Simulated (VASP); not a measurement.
# RuAu (Pm-3m) in VASP: notebook, part 2 of 3

VASP 6.6.1.

### 4 Single point, PBE-based screened hybrid with 25 % exact exchange

This run uses another cell than the first one, of 15.41 Å³/atom.

The input, POSCAR:

```
RuAu
1.0
    3.1350977196      0.0000000000      0.0000000000
    0.0000000000      3.1350977196      0.0000000000
    0.0000000000      0.0000000000      3.1350977196
Ru Au
1 1
Direct
    0.0000000000      0.0000000000      0.0000000000
    0.5000000000      0.5000000000      0.5000000000
```

The input, INCAR.step1:

```
PREC     = Accurate       # precision mode
ENCUT    = 520            # plane-wave cutoff, eV
EDIFF    = 1E-5           # SCF threshold, eV
ISMEAR   = -1             # smearing method
SIGMA    = 0.05           # smearing width, eV
LREAL    = F              # projectors in reciprocal space
LASPH    = T              # aspherical terms in the spheres
NELM     = 60             # most SCF steps
ALGO     = Normal         # electronic algorithm
ISIF     = 2              # what is computed and relaxed
LWAVE    = T              # write WAVECAR
NBANDS   = 20             # bands
GGA      = PE             # functional
```

The input, INCAR.step2:

```
PREC     = Accurate       # precision mode
ENCUT    = 520            # plane-wave cutoff, eV
EDIFF    = 1E-6           # SCF threshold, eV
ISMEAR   = -1             # smearing method
SIGMA    = 0.05           # smearing width, eV
LREAL    = F              # projectors in reciprocal space
LASPH    = T              # aspherical terms in the spheres
NELM     = 60             # most SCF steps
ALGO     = Normal         # electronic algorithm
ISIF     = 2              # what is computed and relaxed
LWAVE    = F              # write WAVECAR
LCHARG   = T              # write CHGCAR
GGA      = PE             # functional
LHFCALC  = T              # exact exchange
AEXX     = 0.25           # exact-exchange fraction
HFSCREEN = 0.3            # screening, 1/A
PRECFOCK = Normal       
LELF     = T              # ELF
LVHAR    = T            
NBANDS   = 20             # bands
ISTART   = 1
```

The input, KPOINTS:

```
regular mesh
0
Gamma
  4 4 4
```

Potentials or basis: VASP PAW PBE potentials, release 64 (Ru_pv, Au).

Launch:

```console
$ cat potpaw_PBE.64/Ru_pv/POTCAR potpaw_PBE.64/Au/POTCAR > POTCAR
$ cp INCAR.step1 INCAR
$ mpirun -np 1 vasp_std > vasp.out
$ cp INCAR.step2 INCAR
$ mpirun -np 1 vasp_std > vasp.out
```

OUTCAR:

```text
PREC = Accurate
   ENCUT = 520
   EDIFF = 1E-6
   ISMEAR = -1
   LREAL = F
   LASPH = T
   NELM = 60
   ISIF = 2
   GGA = PE
   LHFCALC = T
   AEXX = 0.25
   HFSCREEN = 0.3
   PRECFOCK = Normal
   ISTART = 1

 ion  position               nearest neighbor table
   1  0.000  0.000  0.000-   2 2.72   2 2.72   2 2.72   2 2.72   2 2.72   2 2.72   2 2.72   2 2.72

   2  0.500  0.500  0.500-   1 2.72   1 2.72   1 2.72   1 2.72   1 2.72   1 2.72   1 2.72   1 2.72

  LATTYP: Found a simple cubic cell.
 ALAT       =     3.1350977196

  Lattice vectors:

 A1 = (   3.1350977196,   0.0000000000,   0.0000000000)
 A2 = (   0.0000000000,   3.1350977196,   0.0000000000)
 A3 = (   0.0000000000,   0.0000000000,   3.1350977196)

Analysis of symmetry for initial positions (statically):
=====================================================================
 Subroutine PRICEL returns:
 Original cell was already a primitive cell.

[... 155 lines left out ...]
  ---------------------------------------------------
  ext. energy  EPLUGINS =         0.00000000
  ---------------------------------------------------
  free energy    TOTEN  =       -12.30967593 eV

  energy without entropy =      -12.29248922  energy(sigma->0) =      -12.30108257

 E-fermi :  10.3107     XC(G=0): -11.0109

 val. band max:       10.2472179002   @ k =   0.5000   0.2500   0.0000
 cond. band min:      10.6129650581   @ k =   0.2500   0.0000   0.0000
 fundamental gap:      0.3657471579
 Fermi energy:        10.3107136520

 k-point     1 :       0.0000    0.0000    0.0000
  band No.  band energies     occupation
      1     -34.8244      2.00000
      2     -34.8244      2.00000
      3     -34.8244      2.00000
      4       0.6442      2.00000
      5       2.7459      2.00000
      6       2.7459      2.00000
[... 219 lines left out ...]
     19      20.4724      0.00000
     20      20.4724      0.00000

------------------------ aborting loop because EDIFF is reached ----------------------------------------

  FORCE on cell =-STRESS in cart. coord.  units (eV):
  Direction    XX          YY          ZZ          XY          YZ          ZX
  --------------------------------------------------------------------------------------
  -------------------------------------------------------------------------------------
  Total        0.0410185      0.0410185      0.0410185      0.0000000      0.0000000     -0.0000000
  in kB        2.1327380      2.1327380      2.1327380      0.0000000      0.0000000     -0.0000000
  external PRESSURE =       2.1327380 kB  Pullay stress =       0.0000000 kB

 VOLUME and BASIS-vectors are now :
 -----------------------------------------------------------------------------
  energy-cutoff  :      520.00
  volume of cell :       30.81
      direct lattice vectors                 reciprocal lattice vectors
     3.135097720  0.000000000  0.000000000     0.318969324  0.000000000  0.000000000
     0.000000000  3.135097720  0.000000000     0.000000000  0.318969324  0.000000000
     0.000000000  0.000000000  3.135097720     0.000000000  0.000000000  0.318969324

 POSITION                                       TOTAL-FORCE (eV/Angst)
 -----------------------------------------------------------------------------------
      0.00000      0.00000      0.00000         0.000000      0.000000      0.000000
      1.56755      1.56755      1.56755         0.000000      0.000000      0.000000
 -----------------------------------------------------------------------------------
    total drift:                                0.000001      0.000001      0.000001

  FREE ENERGIE OF THE ION-ELECTRON SYSTEM (eV)
  ---------------------------------------------------
  free  energy   TOTEN  =       -12.3096759325 eV

  energy  without entropy=      -12.2924892169  energy(sigma->0) =      -12.30108257
```

OUTCAR.step1:

```text
PREC = Accurate
   ENCUT = 520
   EDIFF = 1E-5
   ISMEAR = -1
   LREAL = F
[... 436 lines left out ...]
      0.00000      0.00000      0.00000         0.000000      0.000000      0.000000
      1.56755      1.56755      1.56755         0.000000      0.000000      0.000000
 -----------------------------------------------------------------------------------
    total drift:                                0.000000      0.000000     -0.000000

  FREE ENERGIE OF THE ION-ELECTRON SYSTEM (eV)
  ---------------------------------------------------
  free  energy   TOTEN  =       -11.1567582401 eV

  energy  without entropy=      -11.1368045376  energy(sigma->0) =      -11.14678139
```

Run time: 18 min. Hardware: 1 thread of Intel Xeon 8259CL, shared host; peak memory 0.25 GiB.

Results:

- Free energy: -12.3097 eV
- Pressure: 0.2 GPa
- Band gap on the k mesh: zero (an odd number of electrons rules out a gap without spin polarisation)

Levels at points of the mesh, in eV from the Fermi level:
```
           k point  band 8  band 9  band 10  band 11  band 12  band 13  band 14  band 15  band 16  band 17
(0.00, 0.00, 0.00)   -4.88   -4.88    -1.51    -1.51     0.84     0.84     0.84     8.64     8.64     8.64
(0.50, 0.00, 0.00)   -4.92   -4.08    -3.38    -1.92    -1.83    -1.83    -0.32     1.89    15.33    15.72
(0.50, 0.50, 0.00)   -3.42   -2.72    -0.95     0.50     0.50     0.69     1.17     1.17     6.93     9.29
(0.50, 0.50, 0.50)   -3.93   -3.93    -3.36    -3.36     0.74     0.74     4.56    10.04    10.09    10.09
```

Caveat: the k points lie up to 0.50 Å⁻¹ apart, too coarse for converged energies and pressures of a metal; the PAW data sets were made with another functional, which shifts forces and pressure a little; spin-orbit coupling is left out, which moves the levels of the heavy elements.

### 5 Relaxation of cell and atoms, PBE-based screened hybrid with 25 % exact exchange

The input, POSCAR:

```
RuAu
1.0
    3.1648100000      0.0000000000      0.0000000000
    0.0000000000      3.1648100000      0.0000000000
    0.0000000000      0.0000000000      3.1648100000
Ru Au
1 1
Direct
    0.0000000000      0.0000000000      0.0000000000
    0.5000000000      0.5000000000      0.5000000000
```

The input, INCAR.step1:

```
SYSTEM = RuAu
PREC = Accurate
ENCUT = 600
EDIFF = 1E-5
ISMEAR = -1
SIGMA = 0.05
LREAL = .FALSE.
LASPH = .TRUE.
NELM = 60
ALGO = Normal
LWAVE = .TRUE.
LCHARG = .FALSE.
GGA = PE
NBANDS = 20
```

The input, INCAR.step2:

```
SYSTEM = RuAu
PREC = Accurate
ENCUT = 600
EDIFF = 1E-6
ISMEAR = -1
SIGMA = 0.05
LREAL = .FALSE.
LASPH = .TRUE.
NELM = 60
ALGO = Normal
ISIF = 3
LWAVE = .FALSE.
LCHARG = .FALSE.
GGA = PE
LHFCALC = .TRUE.
AEXX = 0.25
HFSCREEN = 0.3
PRECFOCK = Normal
IBRION = 2
NSW = 60
EDIFFG = -0.01
ISTART = 1
```

The input, KPOINTS:

```
Automatic mesh
0
G
  4 4 4
  0 0 0
```

Potentials or basis: VASP PAW PBE potentials, release 64 (Ru_pv, Au).

Launch:

```console
$ cat potpaw_PBE.64/Ru_pv/POTCAR potpaw_PBE.64/Au/POTCAR > POTCAR
$ cp INCAR.step1 INCAR
$ mpirun -np 1 vasp_std > vasp.out
$ cp INCAR.step2 INCAR
$ mpirun -np 1 vasp_std > vasp.out
```

OUTCAR:

```text
SYSTEM = RuAu
   PREC = Accurate
   ENCUT = 600
   EDIFF = 1E-6
   ISMEAR = -1
   LREAL = .FALSE.
   LASPH = .TRUE.
   NELM = 60
   ISIF = 3
   GGA = PE
   LHFCALC = .TRUE.
   AEXX = 0.25
   HFSCREEN = 0.3
   PRECFOCK = Normal
   IBRION = 2
   NSW = 60
   EDIFFG = -0.01
   ISTART = 1

 ion  position               nearest neighbor table
   1  0.000  0.000  0.000-   2 2.74   2 2.74   2 2.74   2 2.74   2 2.74   2 2.74   2 2.74   2 2.74

   2  0.500  0.500  0.500-   1 2.74   1 2.74   1 2.74   1 2.74   1 2.74   1 2.74   1 2.74   1 2.74

  LATTYP: Found a simple cubic cell.
 ALAT       =     3.1648100000

  Lattice vectors:

 A1 = (   3.1648100000,   0.0000000000,   0.0000000000)
 A2 = (   0.0000000000,   3.1648100000,   0.0000000000)
 A3 = (   0.0000000000,   0.0000000000,   3.1648100000)

Analysis of symmetry for initial positions (statically):
=====================================================================
 Subroutine PRICEL returns:
 Original cell was already a primitive cell.

 Routine SETGRP: Setting up the symmetry group for a
 simple cubic supercell.

 Subroutine GETGRP returns: Found 48 space group operations
 (whereof 48 operations were pure point group operations)
 out of a pool of 48 trial point group operations.

The static configuration has the point symmetry O_h .

Analysis of symmetry for dynamics (positions and initial velocities):
=====================================================================
[... 137 lines left out ...]
  volume of cell :       31.70
 maximum number of plane-waves:      1074
 NGX is ok and might be reduce to    28
  NGX = 20; NGY = 20; NGZ = 20

--------------------------------------- Ionic step        1  -------------------------------------------

 number of electron      25.0000002 magnetization

 Free energy of the ion-electron system (eV)
  ---------------------------------------------------
  ext. energy  EPLUGINS =         0.00000000
  ---------------------------------------------------
  free energy    TOTEN  =       -12.29602190 eV

  energy without entropy =      -12.27835472  energy(sigma->0) =      -12.28718831

 E-fermi :   9.8372     XC(G=0): -10.8781

 val. band max:        9.7644566252   @ k =   0.5000   0.2500   0.0000
 cond. band min:      10.1298696667   @ k =   0.2500   0.0000   0.0000
 fundamental gap:      0.3654130416
 Fermi energy:         9.8371627804

 k-point     1 :       0.0000    0.0000    0.0000
  band No.  band energies     occupation
      1     -35.2561      2.00000
      2     -35.2561      2.00000
      3     -35.2561      2.00000
      4       0.4356      2.00000
      5       2.5344      2.00000
      6       2.5344      2.00000
[... 250 lines left out ...]
--------------------------------------- Ionic step        3  -------------------------------------------

 number of electron      24.9999994 magnetization

 Free energy of the ion-electron system (eV)
  ---------------------------------------------------
  ext. energy  EPLUGINS =         0.00000000
  ---------------------------------------------------
  free energy    TOTEN  =       -12.31137462 eV

  energy without entropy =      -12.29414743  energy(sigma->0) =      -12.30276103

 E-fermi :  10.2768     XC(G=0): -11.0011

 val. band max:       10.2126841909   @ k =   0.5000   0.2500   0.0000
 cond. band min:      10.5784118864   @ k =   0.2500   0.0000   0.0000
 fundamental gap:      0.3657276955
 Fermi energy:        10.2767872228

 k-point     1 :       0.0000    0.0000    0.0000
  band No.  band energies     occupation
      1     -34.8549      2.00000
      2     -34.8549      2.00000
      3     -34.8549      2.00000
      4       0.6296      2.00000
      5       2.7306      2.00000
      6       2.7306      2.00000
[... 208 lines left out ...]
  FREE ENERGIE OF THE ION-ELECTRON SYSTEM (eV)
  ---------------------------------------------------
  free  energy   TOTEN  =       -12.3113746244 eV

  energy  without entropy=      -12.2941474321  energy(sigma->0) =      -12.30276103

 reached required accuracy - stopping structural energy minimisation
```

OSZICAR.step1:

```text
N       E                     dE             d eps       ncg     rms          rms(c)
DAV:   1     0.223122211029E+03    0.22312E+03   -0.14931E+04   400   0.139E+03
DAV:   2    -0.737117107874E+01   -0.23049E+03   -0.22448E+03   432   0.375E+02
DAV:   3    -0.122129387798E+02   -0.48418E+01   -0.48057E+01   460   0.565E+01
DAV:   4    -0.122363032983E+02   -0.23365E-01   -0.23358E-01   468   0.421E+00
DAV:   5    -0.122364929423E+02   -0.18964E-03   -0.18964E-03   468   0.394E-01    0.134E+01
DAV:   6    -0.112311883547E+02    0.10053E+01   -0.22658E+00   412   0.140E+01    0.765E+00
DAV:   7    -0.111979511009E+02    0.33237E-01   -0.17069E-01   464   0.355E+00    0.351E+00
DAV:   8    -0.111888997015E+02    0.90514E-02   -0.80014E-02   424   0.302E+00    0.221E+00
DAV:   9    -0.111819969650E+02    0.69027E-02   -0.16337E-02   444   0.123E+00    0.121E-01
DAV:  10    -0.111819724676E+02    0.24497E-04   -0.53937E-04   448   0.195E-01    0.206E-02
DAV:  11    -0.111819727288E+02   -0.26111E-06   -0.17487E-05   380   0.470E-02
   1 F= -.11181973E+02 E0= -.11171703E+02  d E =-.205391E-01
```

It took 77 min on 1 thread of Intel Xeon 8259CL, shared host; peak memory 0.28 GiB.

What came out:

```yaml
Free_energy: -12.3114 eV
Relaxed_volume: 15.44 Å³/atom
Relaxed_cell: a = 3.137 Å, b = 3.137 Å, c = 3.137 Å, α = 90.00°, β = 90.00°, γ = 90.00°
Space_group_after_relaxing_to_0.1_Å: Pm-3m (No. 221)
Energy_gained_by_relaxing: 7.7 meV/atom
Ionic_steps: 3
Pressure_after_relaxing: -0.1 GPa
Band_gap_on_the_k_mesh: zero (an odd number of electrons rules out a gap without spin polarisation)
```

The path:
```
step  energy change (eV)  largest force (eV/Å)  pressure (GPa)  volume (Å³)
   1              0.0000                0.0000           -5.73        31.70
   2              0.0590                0.0000           14.95        29.17
   3             -0.0154                0.0000           -0.08        30.88
```

Final structure:
```
CELL_PARAMETERS angstrom
3.13719 0.00000 0.00000
0.00000 3.13719 0.00000
0.00000 0.00000 3.13719
ATOMIC_POSITIONS crystal
Ru 0.00000 0.00000 0.00000
Au 0.50000 0.50000 0.50000
```

Levels at points of the mesh, in eV from the Fermi level:
```
           k point  band 9  band 10  band 11  band 12  band 13  band 14  band 15  band 16
(0.00, 0.00, 0.00)   -4.87    -1.50    -1.50     0.84     0.84     0.84     8.64     8.64
(0.50, 0.00, 0.00)   -4.08    -3.37    -1.92    -1.82    -1.82    -0.32     1.89    15.34
(0.50, 0.50, 0.00)   -2.72    -0.95     0.51     0.51     0.69     1.16     1.16     6.91
(0.50, 0.50, 0.50)   -3.92    -3.36    -3.36     0.74     0.74     4.55    10.03    10.15
```

Caveat: the k points lie up to 0.50 Å⁻¹ apart in the final cell, too coarse for converged energies and pressures of a metal; the PAW data sets were made with another functional, which shifts forces and pressure a little; spin-orbit coupling is left out, which moves the levels of the heavy elements.

(Part 2 of 3 ends here.)

The gap in the log of VASP goes by the Fermi energy; the results here count the filled bands.